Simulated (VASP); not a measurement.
# Pb2O (P4_2/nnm) in VASP: single point with PBE

Aim: the single point of Pb2O with PBE.

All numbers are computed with VASP 6.6.1; they aren't measurements. Logs are shortened: lines on timing, memory, paths and dates and some standing lists are left out, and cuts for length are marked.

## 1. The cell of the first run

Symmetry: P4_2/nnm, No. 134, tetragonal system. Conventional cell: a = 5.722 Å, b = 5.722 Å, c = 5.328 Å, α = 90.00°, β = 90.00°, γ = 90.00°. Within 3.2 Å of Pb (site symmetry 2/m) lie 2 O at 2.42 Å. O (site symmetry -42m) has 4 Pb at 2.42 Å within 3.2 Å.

## 2. Single point, PBE (biaxial strain in the a-b plane: +4.5 %)

INCAR

```
SYSTEM = Pb2O
PREC     = Accurate       ! precision mode
ENCUT    = 520            ! plane-wave cutoff, eV
EDIFF    = 1E-6           ! SCF threshold, eV
ISMEAR   = 0              ! smearing method
SIGMA    = 0.1            ! smearing width, eV
LREAL    = .FALSE.        ! projectors in reciprocal space
LASPH    = .TRUE.         ! aspherical terms in the spheres
NELM     = 100            ! most SCF steps
ALGO     = Normal         ! electronic algorithm
ISIF     = 2              ! what is computed and relaxed
LWAVE    = .FALSE.        ! write WAVECAR
LCHARG   = .TRUE.         ! write CHGCAR
GGA      = PE             ! functional
LELF     = .TRUE.         ! ELF
LVHAR    = .TRUE.       
NBANDS   = 43             ! bands
```

KPOINTS

```
regular mesh
0
G
  8 8 8
  0 0 0
```

POSCAR

```
Pb2O
1.0
    5.7217658123      0.0000000000      0.0000000000
    0.0000000000      5.7217658123      0.0000000000
    0.0000000000      0.0000000000      5.3275388855
Pb O
4 2
Direct
    0.2500000000      0.2500000000      0.2500000000
    0.7500000000      0.7500000000      0.2500000000
    0.2500000000      0.7500000000      0.7500000000
    0.7500000000      0.2500000000      0.7500000000
    0.0000000000      0.0000000000      0.0000000000
    0.5000000000      0.5000000000      0.5000000000
```

Potentials or basis: VASP PAW PBE potentials, release 64 (Pb_d, O).

On the command line:

```
> cat potpaw_PBE.64/Pb_d/POTCAR potpaw_PBE.64/O/POTCAR > POTCAR
> mpirun -np 1 vasp_std > vasp.out
```

OUTCAR:

```text
SYSTEM = Pb2O
   PREC = Accurate
   ENCUT = 520
   EDIFF = 1E-6
   ISMEAR = 0
   LREAL = .FALSE.
   LASPH = .TRUE.
   NELM = 100
   ISIF = 2
   GGA = PE

 ion  position               nearest neighbor table
   1  0.250  0.250  0.250-   5 2.42   6 2.42   3 3.91   4 3.91   3 3.91   4 3.91   3 3.91   3 3.91
                             4 3.91   4 3.91   2 4.05   2 4.05   2 4.05   2 4.05
   2  0.750  0.750  0.250-   5 2.42   6 2.42   3 3.91   4 3.91   3 3.91   4 3.91   4 3.91   4 3.91
                             3 3.91   3 3.91   1 4.05   1 4.05   1 4.05   1 4.05
   3  0.250  0.750  0.750-   5 2.42   6 2.42   1 3.91   2 3.91   1 3.91   2 3.91   1 3.91   1 3.91
                             2 3.91   2 3.91   4 4.05   4 4.05   4 4.05   4 4.05
   4  0.750  0.250  0.750-   5 2.42   6 2.42   1 3.91   2 3.91   1 3.91   2 3.91   2 3.91   2 3.91
                             1 3.91   1 3.91   3 4.05   3 4.05   3 4.05   3 4.05
   5  0.000  0.000  0.000-   1 2.42   2 2.42   3 2.42   4 2.42
   6  0.500  0.500  0.500-   1 2.42   2 2.42   3 2.42   4 2.42

  LATTYP: Found a simple tetragonal cell.
 ALAT       =     5.7217658123
 C/A-ratio  =     0.9311004785

  Lattice vectors:

 A1 = (   5.7217658123,   0.0000000000,   0.0000000000)
 A2 = (   0.0000000000,   5.7217658123,   0.0000000000)
 A3 = (   0.0000000000,   0.0000000000,   5.3275388855)

Analysis of symmetry for initial positions (statically):
=====================================================================
 Subroutine PRICEL returns:
 Original cell was already a primitive cell.

 Routine SETGRP: Setting up the symmetry group for a
 simple tetragonal supercell.

 Subroutine GETGRP returns: Found 16 space group operations
 (whereof  8 operations were pure point group operations)
 out of a pool of 16 trial point group operations.

The static configuration has the point symmetry D_2d.
 The point group associated with its full space group is D_4h.

Analysis of symmetry for dynamics (positions and initial velocities):
=====================================================================
 Subroutine PRICEL returns:
 Original cell was already a primitive cell.

 Routine SETGRP: Setting up the symmetry group for a
 simple tetragonal supercell.

 Subroutine GETGRP returns: Found 16 space group operations
 (whereof  8 operations were pure point group operations)
 out of a pool of 16 trial point group operations.

The dynamic configuration has the point symmetry D_2d.
 The point group associated with its full space group is D_4h.

 Subroutine INISYM returns: Found 16 space group operations
 (whereof  8 operations are pure point group operations),
[... 109 lines left out ...]
   NFREE  =      0    steps in history (QN), initial steepest desc. (CG)
   ISIF   =      2    stress and relaxation
   ISYM   =      2    0-nonsym 1-usesym 2-fastsym
   POTIM  = 0.5000    time-step for ionic-motion
   TEBEG  =    0.0;   TEEND  =   0.0 temperature during run
   PSTRESS=    0.0 pullay stress
   NELECT =      68.0000    total number of electrons
   NUPDOWN=      -1.0000    fix difference up-down
   EMIN   =  10.00;   EMAX   =-10.00  energy-range for DOS
   EFERMI =   0.00;   METHOD = LEGACY
   ISMEAR =     0;   SIGMA  =   0.10  broadening in eV -4-tet -1-fermi 0-gaus
   EFERMI_NEDOS =   21; number of points for ismear=-14 and -15
   IALGO  =     38    algorithm
   IMIX   =      4    mixing-type and parameters
     AMIX     =   0.40;   BMIX     =  1.00
     AMIX_MAG =   1.60;   BMIX_MAG =  1.00
  volume/ion in A,a.u.               =      29.07       196.17
  Fermi-wavevector in a.u.,A,eV,Ry     =   1.195957  2.260031 19.460590  1.430313
  Thomas-Fermi vector in A             =   2.331909
   LORBIT       =      0    0 simple, 1 ext, 2 COOP (PROOUT), +10 PAW based schemes
   GGA     = PE    functional components
   LHFCALC =     F    Hartree Fock is set to
   AEXX    =    0.0000 exact exchange contribution
   IVDW    =     0    specifies the selected vdW correction
   LEPSILON=     F    determine dielectric tensor
   LRPA    =     F    only Hartree local field effects (RPA)
 non-spin polarized calculation
 Gauss-broadening in eV      SIGMA  =   0.10
  energy-cutoff  :      520.00
  volume of cell :      174.42
 maximum number of plane-waves:      4734
 NGX is ok and might be reduce to    48
   NGX = 21   NGY = 21   NGZ = 19

 number of electron      68.0000026 magnetization

 Free energy of the ion-electron system (eV)
  ---------------------------------------------------
  ext. energy  EPLUGINS =         0.00000000
  ---------------------------------------------------
  free energy    TOTEN  =       -26.47373167 eV

  energy without entropy =      -26.46352150  energy(sigma->0) =      -26.46862658

 E-fermi :   4.0612     XC(G=0):  -9.0075

 val. band max:        4.0438072102   @ k =   0.2500   0.1250   0.5000
 cond. band min:       4.0725976391   @ k =   0.0000   0.0000   0.3750
 fundamental gap:      0.0287904289
 Fermi energy:         4.0612451710

 k-point     1 :       0.0000    0.0000    0.0000
  band No.  band energies     occupation
      1     -13.9006      2.00000
      2     -12.8341      2.00000
      3     -12.5615      2.00000
      4     -12.5439      2.00000
      5     -12.5202      2.00000
      6     -12.5202      2.00000
[... 1093 lines left out ...]
     42       8.8227      0.00000
     43      10.0080      0.00000

 [... further k-points ...]

------------------------ aborting loop because EDIFF is reached ----------------------------------------

  FORCE on cell =-STRESS in cart. coord.  units (eV):
  Direction    XX          YY          ZZ          XY          YZ          ZX
  --------------------------------------------------------------------------------------
  -------------------------------------------------------------------------------------
  Total       -3.2091873     -3.2091873     -2.2311099      0.0000000      0.0000000      0.0000000
  in kB      -29.4794155    -29.4794155    -20.4948505      0.0000000      0.0000000      0.0000000
  external PRESSURE =     -26.4845605 kB  Pullay stress =       0.0000000 kB

 VOLUME and BASIS-vectors are now :
 -----------------------------------------------------------------------------
  energy-cutoff  :      520.00
  volume of cell :      174.42
      direct lattice vectors                 reciprocal lattice vectors
     5.721765812  0.000000000  0.000000000     0.174771221  0.000000000  0.000000000
     0.000000000  5.721765812  0.000000000     0.000000000  0.174771221  0.000000000
     0.000000000  0.000000000  5.327538886     0.000000000  0.000000000  0.187703933

 POSITION                                       TOTAL-FORCE (eV/Angst)
 -----------------------------------------------------------------------------------
      1.43044      1.43044      1.33188         0.000000     -0.000000     -0.000000
      4.29132      4.29132      1.33188         0.000000      0.000000     -0.000000
      1.43044      4.29132      3.99565        -0.000000     -0.000000      0.000000
      4.29132      1.43044      3.99565        -0.000000      0.000000      0.000000
      0.00000      0.00000      0.00000         0.000000     -0.000000     -0.000000
      2.86088      2.86088      2.66377         0.000000     -0.000000     -0.000000
 -----------------------------------------------------------------------------------
    total drift:                               -0.000000     -0.000000      0.000000

  FREE ENERGIE OF THE ION-ELECTRON SYSTEM (eV)
  ---------------------------------------------------
  free  energy   TOTEN  =       -26.4737316709 eV

  energy  without entropy=      -26.4635214954  energy(sigma->0) =      -26.46862658
```

It took 11 min on 1 thread of Intel Xeon 8259CL, shared host; peak memory 0.57 GiB.

Results:

```yaml
Free_energy: -26.4737 eV
Pressure: -2.6 GPa
Band_gap_on_the_k_mesh: zero (bands 34 and 35 overlap by 0.64 eV)
```

Stress tensor (GPa, compression positive):
```
-2.95  0.00  0.00
 0.00 -2.95  0.00
 0.00  0.00 -2.05
```

Levels at points of the mesh, in eV from the Fermi level:
```
           k point  band 30  band 31  band 32  band 33  band 34  band 35  band 36  band 37  band 38  band 39
(0.00, 0.00, 0.00)    -1.91    -1.61    -0.79    -0.67    -0.67     1.73     1.73     2.32     2.37     4.63
(0.50, 0.00, 0.00)    -2.24    -1.01    -1.01    -0.46    -0.46     0.73     0.73     1.98     1.98     3.92
(0.50, 0.50, 0.00)    -2.71    -1.07    -1.07    -0.03    -0.03     1.33     1.33     1.74     1.74     3.58
(0.00, 0.00, 0.50)    -2.16    -1.05    -1.05    -0.45    -0.45     1.00     1.00     1.54     1.54     3.68
(0.50, 0.00, 0.50)    -2.82    -1.39    -1.39    -0.09    -0.09     1.10     1.10     1.82     1.82     3.79
(0.50, 0.50, 0.50)    -0.88    -0.87    -0.87    -0.79    -0.79    -0.52     1.18     3.71     3.76     4.22
```

Caveat: the cell differs from its parent crystal (biaxial strain in the a-b plane: +4.5 %); semilocal functionals underestimate gaps, and a narrow one can read as zero; spin-orbit coupling is left out, which moves the levels of the heavy elements.

The gap in the log of VASP goes by the Fermi energy; the results here count the filled bands.